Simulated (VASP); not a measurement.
**Te2Mo: single point with PBE+D3(BJ)**

Te2Mo, a slab with vacuum:

```
Te Mo
1.0
     3.67909    0.00000    0.00000
    -1.83954    3.03446    0.00000
     0.00000    0.00000   33.27021
Te Mo
2 1
Cartesian
  0.0000 2.0147 14.8512
  0.0000 2.0147 18.4190
  1.8395 1.0281 16.6351
```

This cell differs from its parent crystal: strain along x +0.050, then relaxed in part.

| Item | Value |
| --- | --- |
| Program | VASP 6.6.1 |
| Task | single point |
| Functional | PBE |
| Dispersion | D3(BJ) |
| Potentials or basis | VASP PAW PBE potentials, release 64 (Te, Mo_sv) |
| Cutoff | 520 eV |
| k mesh | 12 × 12 × 1 |
| Occupations | gaussian, width 0.02 eV |
| Spin | no spin polarisation |

```json
{
  "Largest force": "0.016 eV/Å",
  "Band gap on the k mesh": "0.98 eV",
  "Dispersion energy per atom": "-0.384 eV"
}
```

Forces on the atoms (eV/Å):
```
Te   0.000  0.001 -0.016
Te   0.000  0.001  0.016
Mo   0.000 -0.001  0.000
```

Levels at points of the mesh, in eV from the valence-band top:
| k point | band 11 | band 12 | band 13 | band 14 | band 15 | band 16 |
| --- | --- | --- | --- | --- | --- | --- |
| (0.00, 0.00, 0.00) | -1.06 | -0.79 | -0.31 | 2.85 | 3.05 | 3.10 |
| (0.50, 0.00, 0.00) | -1.54 | -0.74 | -0.25 | 1.30 | 1.70 | 3.30 |
| (0.00, 0.50, 0.00) | -1.36 | -0.75 | -0.56 | 1.33 | 1.76 | 3.22 |

Wall time 4.3 min on 1 thread of Intel(R) Xeon(R) 6975P-C (Granite Rapids) (shared host), peak memory 0.65 GiB.

Caveat: the cell differs from its parent crystal (strain along x +0.050, then relaxed in part); spin-orbit coupling is left out, which moves the levels of the heavy elements.
